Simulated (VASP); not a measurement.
# ZnS (P1) in VASP: single point with r2SCAN

Aim: the single point of ZnS with r2SCAN.

All numbers are computed with VASP 6.6.1; they aren't measurements. Logs are shortened: lines on timing, memory, paths and dates and some standing lists are left out, and cuts for length are marked.

### Step 1. The cell of the first run

The typed cell holds 8 atoms: a = 3.790 Å, b = 4.143 Å, c = 13.013 Å, α = 88.48°, β = 89.67°, γ = 120.72°.

### Step 2. Single point, r2SCAN (atoms moved at random and the cell strained at random)

File POSCAR:

```
ZnS
1.0
    3.7878745304     -0.1228055473      0.0122827052
   -2.0002899889      3.6277917090      0.0533410063
    0.0402028073      0.2248122144     13.0107018198
Zn S
4 4
Direct
    0.0030869666     -0.0286512308     -0.0101227600
    0.0042892348      0.0150327629      0.5040227113
    0.3289044621      0.6531664553      0.2557905345
    0.6659965317      0.3456648919      0.7498323389
   -0.0120513127     -0.0052483856      0.1879700408
    0.0048835746      0.0089438149      0.6851043936
    0.3361247433      0.6772598185      0.4340185469
    0.6687657995      0.3338318729      0.9433841940
```

File INCAR.step1:

```
SYSTEM = ZnS
PREC = Accurate ; ENCUT = 520
ISMEAR = 0 ; SIGMA = 0.05
LREAL = .FALSE. ; LASPH = .TRUE.
NELM = 100 ; NBANDS = 46
GGA = PE ; ALGO = Normal
EDIFF = 1E-4 ; LWAVE = .TRUE.
LCHARG = .FALSE.
```

File INCAR.step2:

```
SYSTEM = ZnS
PREC = Accurate ; ENCUT = 520
EDIFF = 1E-6 ; ISMEAR = 0
SIGMA = 0.05 ; LREAL = .FALSE.
LASPH = .TRUE. ; NELM = 100
ALGO = Normal ; ISIF = 2
LWAVE = .FALSE. ; LCHARG = .FALSE.
METAGGA = R2SCAN ; LMIXTAU = .TRUE.
NBANDS = 46 ; ISTART = 1
```

File KPOINTS:

```
regular mesh
0
G
  6 6 2
  0 0 0
```

Potentials or basis: VASP PAW PBE potentials, release 64 (Zn, S).

Command:

```bash
$ cat potpaw_PBE.64/Zn/POTCAR potpaw_PBE.64/S/POTCAR > POTCAR
$ cp INCAR.step1 INCAR
$ mpirun -np 1 vasp_std > vasp.out
$ cp INCAR.step2 INCAR
$ mpirun -np 1 vasp_std > vasp.out
```

OUTCAR:

```text
SYSTEM = ZnS
   PREC = Accurate
   ENCUT = 520
   EDIFF = 1E-6
   ISMEAR = 0
   LREAL = .FALSE.
   LASPH = .TRUE.
   NELM = 100
   ISIF = 2
   METAGGA = R2SCAN
   ISTART = 1

 ion  position               nearest neighbor table
   1  0.003  0.971  0.990-   8 2.25   8 2.37   8 2.48   5 2.58
   2  0.004  0.015  0.504-   6 2.36   7 2.38   7 2.49   7 2.50
   3  0.329  0.653  0.256-   5 2.31   7 2.32   5 2.50   5 2.54
   4  0.666  0.346  0.750-   6 2.33   6 2.48   6 2.49   8 2.52
   5  0.988  0.995  0.188-   3 2.31   3 2.50   3 2.54   1 2.58
   6  0.005  0.009  0.685-   4 2.33   2 2.36   4 2.48   4 2.49
   7  0.336  0.677  0.434-   3 2.32   2 2.38   2 2.49   2 2.50
   8  0.669  0.334  0.943-   1 2.25   1 2.37   1 2.48   4 2.52

  LATTYP: Found a triclinic cell.
 ALAT       =     6.5215764184
 B/A-ratio  =     0.5811301423
 C/A-ratio  =     1.9953313756
 COS(alpha) =     0.0057684695
 COS(beta)  =     0.0235451654
 COS(gamma) =     0.8377054191

  Lattice vectors:

 A1 = (  -5.5754590719,  -3.3821806144,  -0.0779064167)
 A2 = (  -3.7878745304,   0.1228055473,  -0.0122827052)
 A3 = (  -0.0402028073,  -0.2248122144, -13.0107018198)

Analysis of symmetry for initial positions (statically):
=====================================================================
 Subroutine PRICEL returns:
 Original cell was already a primitive cell.

 Routine SETGRP: Setting up the symmetry group for a
 triclinic supercell.

 Subroutine GETGRP returns: Found  1 space group operations
 (whereof  1 operations were pure point group operations)
 out of a pool of  2 trial point group operations.

The static configuration has the point symmetry C_1 .

Analysis of symmetry for dynamics (positions and initial velocities):
=====================================================================
 Subroutine PRICEL returns:
 Original cell was already a primitive cell.

 Routine SETGRP: Setting up the symmetry group for a
 triclinic supercell.

 Subroutine GETGRP returns: Found  1 space group operations
 (whereof  1 operations were pure point group operations)
 out of a pool of  2 trial point group operations.

The dynamic configuration has the point symmetry C_1 .

 Subroutine INISYM returns: Found  1 space group operations
 (whereof  1 operations are pure point group operations),
 and found     1 'primitive' translations

----------------------------------------------------------------------------------------

                                     Primitive cell

  volume of cell :     175.5391

  direct lattice vectors                    reciprocal lattice vectors
     3.787874530 -0.122805547  0.012282705     0.268818341  0.148270806 -0.003392618
    -2.000289989  3.627791709  0.053341006     0.009117899  0.280748948 -0.004879242
     0.040202807  0.224812214 13.010701820    -0.000291158 -0.001290983  0.076883011

  length of vectors
     3.789884632  4.143051772 13.012706046     0.307016355  0.280939344  0.076894400

  position of ions in fractional coordinates (direct lattice)
     0.003086967  0.971348769  0.989877240
     0.004289235  0.015032763  0.504022711
     0.328904462  0.653166455  0.255790535
     0.665996532  0.345664892  0.749832339
     0.987948687  0.994751614  0.187970041
     0.004883575  0.008943815  0.685104394
     0.336124743  0.677259818  0.434018547
     0.668765800  0.333831873  0.943384194

  ion indices of the primitive-cell ions
   primitive index   ion index
                 1           1
                 2           2
                 3           3
                 4           4
                 5           5
                 6           6
                 7           7
                 8           8

----------------------------------------------------------------------------------------

 KPOINTS: regular mesh

Automatic generation of k-mesh.
 Grid dimensions read from file:
 generate k-points for:    6    6    2

 Generating k-lattice:

  Cartesian coordinates                     Fractional coordinates (reciprocal lattice)
     0.044803057  0.024711801 -0.000565436     0.166666667 -0.000000000  0.000000000
     0.001519650  0.046791491 -0.000813207     0.000000000  0.166666667  0.000000000
    -0.000145579 -0.000645492  0.038441506    -0.000000000  0.000000000  0.500000000

  Length of vectors
     0.051169393  0.046823224  0.038447200

  Shift w.r.t. Gamma in fractional coordinates (k-lattice)
     0.000000000  0.000000000  0.000000000

 Subroutine IBZKPT returns following result:
 ===========================================

 Found     40 irreducible k-points:

 Following reciprocal coordinates:
            Coordinates               Weight
  0.000000  0.000000  0.000000      1.000000
  0.166667 -0.000000  0.000000      2.000000
  0.333333 -0.000000  0.000000      2.000000
  0.500000  0.000000  0.000000      1.000000
 -0.000000  0.166667  0.000000      2.000000
  0.166667  0.166667  0.000000      2.000000
[... 16 lines left out ...]
  0.333333  0.000000  0.500000      2.000000
  0.500000 -0.000000  0.500000      1.000000
 [... further k-points ...]
   k-points           NKPTS =     40   k-points in BZ     NKDIM =     40   number of bands    NBANDS=     46
   number of dos      NEDOS =    301   number of ions     NIONS =      8
   total plane-waves  NPLWV =  87808
   dimension x,y,z NGX =    28 NGY =   32 NGZ =   98
   dimension x,y,z NGXF=    56 NGYF=   64 NGZF=  196
   ions per type =               4   4
   NGX,Y,Z   is equivalent  to a cutoff of  12.28, 12.84, 12.52 a.u.
   NGXF,Y,Z  is equivalent  to a cutoff of  24.56, 25.68, 25.04 a.u.
 SYSTEM =  ZnS
   PREC   = accura    normal or accurate (medium, high low for compatibility)
   ISTART =      1    job   : 0-new  1-cont  2-samecut
   ICHARG =      0    charge: 1-file 2-atom 10-const
   ISPIN  =      1    spin polarized calculation?
   LNONCOLLINEAR =      F non collinear calculations
   LSORBIT =      F    spin-orbit coupling
   LASPH  =      T    aspherical Exc in radial PAW
   ENCUT  =  520.0 eV  38.22 Ry    6.18 a.u.   7.05  7.70 24.20*2*pi/ulx,y,z
   NELM   =    100;   NELMIN=  2; NELMDL=  0     # of ELM steps
   EDIFF  = 0.1E-05   stopping-criterion for ELM
   LREAL  =      F    real-space projection
   EDIFFG = 0.1E-04   stopping-criterion for IOM
   NSW    =      0    number of steps for IOM
   IBRION =     -1    ionic relax: 0-MD 1-quasi-New 2-CG
   NFREE  =      0    steps in history (QN), initial steepest desc. (CG)
   ISIF   =      2    stress and relaxation
   ISYM   =      2    0-nonsym 1-usesym 2-fastsym
   POTIM  = 0.5000    time-step for ionic-motion
   TEBEG  =    0.0;   TEEND  =   0.0 temperature during run
   PSTRESS=    0.0 pullay stress
   NELECT =      72.0000    total number of electrons
   NUPDOWN=      -1.0000    fix difference up-down
   EMIN   =  10.00;   EMAX   =-10.00  energy-range for DOS
   EFERMI =   0.00;   METHOD = LEGACY
   ISMEAR =     0;   SIGMA  =   0.05  broadening in eV -4-tet -1-fermi 0-gaus
   EFERMI_NEDOS =   21; number of points for ismear=-14 and -15
   IALGO  =     38    algorithm
   IMIX   =      4    mixing-type and parameters
     AMIX     =   0.40;   BMIX     =  1.00
     AMIX_MAG =   1.60;   BMIX_MAG =  1.00
  volume/ion in A,a.u.               =      21.94       148.07
  Fermi-wavevector in a.u.,A,eV,Ry     =   1.216357  2.298581 20.130151  1.479524
  Thomas-Fermi vector in A             =   2.351714
   LORBIT       =      0    0 simple, 1 ext, 2 COOP (PROOUT), +10 PAW based schemes
   METAGGA = R2SCAN    functional components
   LHFCALC =     F    Hartree Fock is set to
   AEXX    =    0.0000 exact exchange contribution
   IVDW    =     0    specifies the selected vdW correction
   LEPSILON=     F    determine dielectric tensor
   LRPA    =     F    only Hartree local field effects (RPA)
 non-spin polarized calculation
 Gauss-broadening in eV      SIGMA  =   0.05
  energy-cutoff  :      520.00
  volume of cell :      175.54
 maximum number of plane-waves:      4770
   NGX = 15   NGY = 15   NGZ = 49

 number of electron      72.0000032 magnetization

 Free energy of the ion-electron system (eV)
  ---------------------------------------------------
  ext. energy  EPLUGINS =         0.00000000
  ---------------------------------------------------
  free energy    TOTEN  =       -74.50539679 eV

  energy without entropy =      -74.50539679  energy(sigma->0) =      -74.50539679

 E-fermi :   1.6795     XC(G=0):  -9.7542

 val. band max:        1.4450809455   @ k =   0.0000   0.0000   0.0000
 cond. band min:       2.9715569004   @ k =   0.0000   0.0000   0.0000
 fundamental gap:      1.5264759549
 Fermi energy:         1.6794564915

 k-point     1 :       0.0000    0.0000    0.0000
  band No.  band energies     occupation
      1     -12.3556      2.00000
      2     -12.0444      2.00000
      3     -11.6043      2.00000
      4     -10.8984      2.00000
      5      -5.6235      2.00000
      6      -5.5817      2.00000
[... 38 lines left out ...]
     45       8.0339      0.00000
     46       8.2897      0.00000

 k-point     2 :       0.1667   -0.0000    0.0000
  band No.  band energies     occupation
      1     -12.1897      2.00000
      2     -11.9078      2.00000
      3     -11.4633      2.00000
      4     -10.7761      2.00000
      5      -5.6123      2.00000
      6      -5.5751      2.00000
[... 38 lines left out ...]
     45       8.0175      0.00000
     46       8.3593      0.00000

 k-point     3 :       0.3333   -0.0000    0.0000
  band No.  band energies     occupation
      1     -11.8117      2.00000
      2     -11.6228      2.00000
      3     -11.1573      2.00000
      4     -10.5162      2.00000
      5      -5.5493      2.00000
      6      -5.4957      2.00000
[... 1018 lines left out ...]
     45       8.1968      0.00000
     46       8.6433      0.00000

 k-point    24 :       0.5000   -0.0000    0.5000
  band No.  band energies     occupation
      1     -11.5763      2.00000
      2     -11.4911      2.00000
      3     -10.9900      2.00000
      4     -10.3778      2.00000
      5      -5.5059      2.00000
      6      -5.4390      2.00000
[... 38 lines left out ...]
     45       8.0225      0.00000
     46       8.5879      0.00000

 [... further k-points ...]

------------------------ aborting loop because EDIFF is reached ----------------------------------------

  FORCE on cell =-STRESS in cart. coord.  units (eV):
  Direction    XX          YY          ZZ          XY          YZ          ZX
  --------------------------------------------------------------------------------------
  -------------------------------------------------------------------------------------
  Total       -2.8872941    -10.0471868     -7.6225484      3.0558226     -1.1698731     -0.4817259
  in kB      -26.3528624    -91.7025136    -69.5723953     27.8910528    -10.6776456     -4.3968009
  external PRESSURE =     -62.5425904 kB  Pullay stress =       0.0000000 kB

 VOLUME and BASIS-vectors are now :
 -----------------------------------------------------------------------------
  energy-cutoff  :      520.00
  volume of cell :      175.54
      direct lattice vectors                 reciprocal lattice vectors
     3.787874530 -0.122805547  0.012282705     0.268818341  0.148270806 -0.003392618
    -2.000289989  3.627791709  0.053341006     0.009117899  0.280748948 -0.004879242
     0.040202807  0.224812214 13.010701820    -0.000291158 -0.001290983  0.076883011

 POSITION                                       TOTAL-FORCE (eV/Angst)
 -----------------------------------------------------------------------------------
     -1.89149      3.74601     12.93085        -0.635945     -0.022119      1.107298
      0.00644      0.16732      6.55854         0.105455      0.023674     -0.670845
     -0.05039      2.38667      3.36689        -0.346755     -0.020700     -0.680308
      1.86143      1.34078      9.78246         0.240310      0.075450      0.172783
      1.75999      3.52968      2.51082         0.418748      0.076190     -0.244804
      0.02815      0.18587      8.91423        -0.242541     -0.105683      0.418144
     -0.06407      2.51325      5.68714        -0.180184     -0.180441      0.951982
      1.90337      1.34103     12.30011         0.640913      0.153629     -1.054250
 -----------------------------------------------------------------------------------
    total drift:                                0.031361      0.008309     -0.083889

  FREE ENERGIE OF THE ION-ELECTRON SYSTEM (eV)
  ---------------------------------------------------
  free  energy   TOTEN  =       -74.5053967908 eV

  energy  without entropy=      -74.5053967908  energy(sigma->0) =      -74.50539679
```

It took 14 min on 1 thread of AMD EPYC 9R45 (Zen 5), shared host; peak memory 0.43 GiB.

What came out:

- Free energy: -74.5054 eV
- Pressure: -6.3 GPa
- Largest force: 1.277 eV/Å
- Band gap on the k mesh: 1.53 eV

Forces on the atoms (eV/Å):
```
Zn  -0.636 -0.022  1.107
Zn   0.105  0.024 -0.671
Zn  -0.347 -0.021 -0.680
Zn   0.240  0.075  0.173
S    0.419  0.076 -0.245
S   -0.243 -0.106  0.418
S   -0.180 -0.180  0.952
S    0.641  0.154 -1.054
```

Caveat: the cell differs from its parent crystal (atoms moved at random and the cell strained at random); the stress differs along the axes, from -9 to -3 GPa; the PAW data sets were made with another functional, which shifts forces and pressure a little.
